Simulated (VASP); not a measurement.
# Fe (Fm-3m) in VASP: a series of runs, part 2 of 2

VASP 6.6.1.

## (3) Relaxation of cell and atoms, PBEsol, collinear spin, ferromagnetic start

Input file INCAR:

```
SYSTEM = Fe
PREC = Accurate
ENCUT = 600
EDIFF = 1E-6
ISMEAR = 0
SIGMA = 0.1
LREAL = .FALSE.
LASPH = .TRUE.
NELM = 150
ALGO = Normal
ISIF = 3
LWAVE = .FALSE.
LCHARG = .FALSE.
ISPIN = 2
MAGMOM = -0.22
LORBIT = 11
LMAXMIX = 4
GGA = PS
IBRION = 2
NSW = 80
EDIFFG = -0.01
```

Input file KPOINTS:

```
regular mesh
0
G
  20 20 20
  0 0 0
```

Input file POSCAR:

```
Fe
1.0
    0.0000000000      1.7030310084      1.7030310084
    1.7030310084      0.0000000000      1.7030310084
    1.7030310084      1.7030310084      0.0000000000
Fe
1
Direct
    0.0000000000      0.0000000000      0.0000000000
```

Potentials or basis: VASP PAW PBE potentials, release 64 (Fe).

Launch:

```sh
$ cat potpaw_PBE.64/Fe/POTCAR > POTCAR
$ mpirun -np 1 vasp_std > vasp.out
```

OUTCAR:

```text
SYSTEM = Fe
   PREC = Accurate
   ENCUT = 600
   EDIFF = 1E-6
   ISMEAR = 0
   LREAL = .FALSE.
   LASPH = .TRUE.
   NELM = 150
   ISIF = 3
   ISPIN = 2
   LORBIT = 11
   GGA = PS
   IBRION = 2
   NSW = 80
   EDIFFG = -0.01

 ion  position               nearest neighbor table
   1  0.000  0.000  0.000-

  LATTYP: Found a face centered cubic cell.
 ALAT       =     3.4060620168

  Lattice vectors:

 A1 = (   0.0000000000,   1.7030310084,   1.7030310084)
 A2 = (   1.7030310084,   0.0000000000,   1.7030310084)
 A3 = (   1.7030310084,   1.7030310084,   0.0000000000)

Analysis of symmetry for initial positions (statically):
=====================================================================
 Subroutine PRICEL returns:
 Original cell was already a primitive cell.

 Routine SETGRP: Setting up the symmetry group for a
 face centered cubic supercell.

 Subroutine GETGRP returns: Found 48 space group operations
 (whereof 48 operations were pure point group operations)
 out of a pool of 48 trial point group operations.

The static configuration has the point symmetry O_h .

Analysis of symmetry for dynamics (positions and initial velocities):
=====================================================================
 Subroutine PRICEL returns:
 Original cell was already a primitive cell.

 Routine SETGRP: Setting up the symmetry group for a
 face centered cubic supercell.

 Subroutine GETGRP returns: Found 48 space group operations
 (whereof 48 operations were pure point group operations)
 out of a pool of 48 trial point group operations.

The dynamic configuration has the point symmetry O_h .

Analysis of structural, dynamic, and magnetic symmetry:
=====================================================================
 Subroutine PRICEL returns:
 Original cell was already a primitive cell.

 Routine SETGRP: Setting up the symmetry group for a
 face centered cubic supercell.

 Subroutine GETGRP returns: Found 48 space group operations
 (whereof 48 operations were pure point group operations)
 out of a pool of 48 trial point group operations.

The overall configuration has the point symmetry O_h .

 Subroutine INISYM returns: Found 48 space group operations
 (whereof 48 operations are pure point group operations),
 and found     1 'primitive' translations

----------------------------------------------------------------------------------------

                                     Primitive cell

  volume of cell :       9.8787

  direct lattice vectors                    reciprocal lattice vectors
     0.000000000  1.703031008  1.703031008    -0.293594184  0.293594184  0.293594184
     1.703031008  0.000000000  1.703031008     0.293594184 -0.293594184  0.293594184
     1.703031008  1.703031008  0.000000000     0.293594184  0.293594184 -0.293594184

  length of vectors
     2.408449549  2.408449549  2.408449549     0.508520044  0.508520044  0.508520044

  position of ions in fractional coordinates (direct lattice)
     0.000000000  0.000000000  0.000000000

  ion indices of the primitive-cell ions
   primitive index   ion index
                 1           1

----------------------------------------------------------------------------------------

 KPOINTS: regular mesh

Automatic generation of k-mesh.
 Grid dimensions read from file:
 generate k-points for:   20   20   20

[... 52 lines left out ...]
   NGXF,Y,Z  is equivalent  to a cutoff of  27.61, 27.61, 27.61 a.u.
 SYSTEM =  Fe
   PREC   = accura    normal or accurate (medium, high low for compatibility)
   ISTART =      0    job   : 0-new  1-cont  2-samecut
   ICHARG =      2    charge: 1-file 2-atom 10-const
   ISPIN  =      2    spin polarized calculation?
   LNONCOLLINEAR =      F non collinear calculations
   LSORBIT =      F    spin-orbit coupling
   LASPH  =      T    aspherical Exc in radial PAW
   ENCUT  =  600.0 eV  44.10 Ry    6.64 a.u.   4.81  4.81  4.81*2*pi/ulx,y,z
   NELM   =    150;   NELMIN=  2; NELMDL= -5     # of ELM steps
   EDIFF  = 0.1E-05   stopping-criterion for ELM
   LREAL  =      F    real-space projection
   EDIFFG = -.1E-01   stopping-criterion for IOM
   NSW    =     80    number of steps for IOM
   IBRION =      2    ionic relax: 0-MD 1-quasi-New 2-CG
   NFREE  =      1    steps in history (QN), initial steepest desc. (CG)
   ISIF   =      3    stress and relaxation
   ISYM   =      2    0-nonsym 1-usesym 2-fastsym
   POTIM  = 0.5000    time-step for ionic-motion
   TEBEG  =    0.0;   TEEND  =   0.0 temperature during run
   PSTRESS=    0.0 pullay stress
   NELECT =       8.0000    total number of electrons
   NUPDOWN=      -1.0000    fix difference up-down
   EMIN   =  10.00;   EMAX   =-10.00  energy-range for DOS
   EFERMI =   0.00;   METHOD = LEGACY
   ISMEAR =     0;   SIGMA  =   0.10  broadening in eV -4-tet -1-fermi 0-gaus
   EFERMI_NEDOS =   21; number of points for ismear=-14 and -15
   IALGO  =     38    algorithm
   IMIX   =      4    mixing-type and parameters
     AMIX     =   0.40;   BMIX     =  1.00
     AMIX_MAG =   1.60;   BMIX_MAG =  1.00
  volume/ion in A,a.u.               =       9.88        66.66
  Fermi-wavevector in a.u.,A,eV,Ry     =   1.525945  2.883618 31.681285  2.328509
  Thomas-Fermi vector in A             =   2.634046
   LORBIT       =     11    0 simple, 1 ext, 2 COOP (PROOUT), +10 PAW based schemes
   GGA     = PS    functional components
   LHFCALC =     F    Hartree Fock is set to
   AEXX    =    0.0000 exact exchange contribution
   IVDW    =     0    specifies the selected vdW correction
   LEPSILON=     F    determine dielectric tensor
   LRPA    =     F    only Hartree local field effects (RPA)
 conjugate gradient relaxation of ions
 spin polarized calculation
 Gauss-broadening in eV      SIGMA  =   0.10
  energy-cutoff  :      600.00
  volume of cell :        9.88
 maximum number of plane-waves:       343
   NGX =  9   NGY =  9   NGZ =  9

--------------------------------------- Ionic step        1  -------------------------------------------

 number of electron       7.9999998 magnetization      -0.2338207

 Free energy of the ion-electron system (eV)
  ---------------------------------------------------
  ext. energy  EPLUGINS =         0.00000000
  ---------------------------------------------------
  free energy    TOTEN  =        -8.85483461 eV

  energy without entropy =       -8.84668428  energy(sigma->0) =       -8.85075945

------------------------ aborting loop because EDIFF is reached ----------------------------------------

  FORCE on cell =-STRESS in cart. coord.  units (eV):
  Direction    XX          YY          ZZ          XY          YZ          ZX
  --------------------------------------------------------------------------------------
  -------------------------------------------------------------------------------------
  Total       -0.0234108     -0.0234108     -0.0234108     -0.0000000      0.0000000     -0.0000000
  in kB       -3.7968930     -3.7968930     -3.7968930     -0.0000000      0.0000000     -0.0000000
  external PRESSURE =      -3.7968930 kB  Pullay stress =       0.0000000 kB
[... 57 lines left out ...]
--------------------------------------- Ionic step        3  -------------------------------------------

 number of electron       7.9999998 magnetization      -0.2234463

 Free energy of the ion-electron system (eV)
  ---------------------------------------------------
  ext. energy  EPLUGINS =         0.00000000
  ---------------------------------------------------
  free energy    TOTEN  =        -8.85485151 eV

  energy without entropy =       -8.84668788  energy(sigma->0) =       -8.85076969

 E-fermi :   7.0617     XC(G=0): -14.1428

 val. band max:        7.0615591720   @ k =   0.3000   0.0500   0.0000
 cond. band min:       7.0650049565   @ k =   0.1500   0.0000   0.0000
 fundamental gap:      0.0034457845
 Fermi energy:         7.0616537968

 spin component 1

 k-point     1 :       0.0000    0.0000    0.0000
  band No.  band energies     occupation
      1      -2.0146      1.00000
      2       5.4136      1.00000
      3       5.4136      1.00000
      4       5.4136      1.00000
      5       7.1495      0.10709
      6       7.1495      0.10709
      7      30.6722      0.00000
      8      36.4489      0.00000
[... 243 lines left out ...]
 k-point    24 :      -0.3500    0.0500    0.0000
  band No.  band energies     occupation
      1       1.8233      1.00000
      2       5.4478      1.00000
      3       5.5221      1.00000
      4       5.5479      1.00000
      5       7.7109      0.00000
      6       8.1871      0.00000
      7      18.9137      0.00000
      8      29.4954      0.00000

 [... further k-points ...]

 spin component 2

 k-point     1 :       0.0000    0.0000    0.0000
  band No.  band energies     occupation
      1      -2.0498      1.00000
      2       5.2510      1.00000
      3       5.2510      1.00000
      4       5.2510      1.00000
      5       6.8275      0.99954
      6       6.8275      0.99954
      7      30.6901      0.00000
      8      36.3881      0.00000
[... 281 lines left out ...]
  FREE ENERGIE OF THE ION-ELECTRON SYSTEM (eV)
  ---------------------------------------------------
  free  energy   TOTEN  =        -8.8548515067 eV

  energy  without entropy=       -8.8466878755  energy(sigma->0) =       -8.85076969

 reached required accuracy - stopping structural energy minimisation

 total charge

# of ion       s       p       d       tot
------------------------------------------
    1        0.557   0.673   6.370   7.600

 magnetization (x)

# of ion       s       p       d       tot
------------------------------------------
    1        0.001   0.004  -0.224  -0.219
```

Wall time 48 s (1 thread of Intel Xeon 6975P-C (Granite Rapids), shared host); peak memory 0.17 GiB.

Results:

```yaml
Free_energy: -8.8549 eV
Relaxed_volume: 9.87 Å³/atom
Relaxed_cell: a = 2.407 Å, b = 2.407 Å, c = 2.407 Å, α = 60.00°, β = 60.00°, γ = 60.00°
Space_group_after_relaxing_to_0.1_Å: Fm-3m (No. 225)
Energy_gained_by_relaxing: 0.0 meV/atom
Ionic_steps: 3
Pressure_after_relaxing: 0.0 GPa
Net_moment: -0.22 μB per cell
Site_moments: Fe -0.22 μB
Valence_electrons_inside_the_program's_atomic_spheres: Fe 7.60
```

Final structure:
```cif
data_structure
_symmetry_space_group_name_H-M 'P 1'
_symmetry_Int_Tables_number 1
_cell_length_a 2.4074
_cell_length_b 2.4074
_cell_length_c 2.4074
_cell_angle_alpha 60.000
_cell_angle_beta 60.000
_cell_angle_gamma 60.000
_cell_volume 9.87
loop_
_atom_site_label
_atom_site_type_symbol
_atom_site_fract_x
_atom_site_fract_y
_atom_site_fract_z
_atom_site_occupancy
Fe1 Fe 0.00000 0.00000 0.00000 1
```

Levels at points of the mesh, in eV from the Fermi level:
Spin up:
| k point | band 1 | band 2 | band 3 | band 4 | band 5 | band 6 | band 7 | band 8 |
| --- | --- | --- | --- | --- | --- | --- | --- | --- |
| (0.00, 0.00, 0.00) | -9.08 | -1.65 | -1.65 | -1.65 | 0.09 | 0.09 | 23.61 | 29.39 |
| (0.50, 0.00, 0.00) | -5.04 | -1.71 | -1.71 | 0.18 | 1.18 | 1.18 | 8.75 | 22.16 |
| (0.50, 0.50, 0.00) | -5.12 | -4.38 | 1.20 | 1.44 | 1.44 | 3.34 | 12.23 | 16.63 |
Spin down:
| k point | band 1 | band 2 | band 3 | band 4 | band 5 | band 6 | band 7 | band 8 |
| --- | --- | --- | --- | --- | --- | --- | --- | --- |
| (0.00, 0.00, 0.00) | -9.11 | -1.81 | -1.81 | -1.81 | -0.23 | -0.23 | 23.63 | 29.33 |
| (0.50, 0.00, 0.00) | -5.14 | -1.95 | -1.95 | 0.14 | 0.93 | 0.93 | 8.62 | 22.17 |
| (0.50, 0.50, 0.00) | -5.32 | -4.51 | 0.86 | 1.25 | 1.25 | 3.30 | 12.06 | 16.58 |

Caveat: the PAW data sets were made with another functional, which shifts forces and pressure a little.
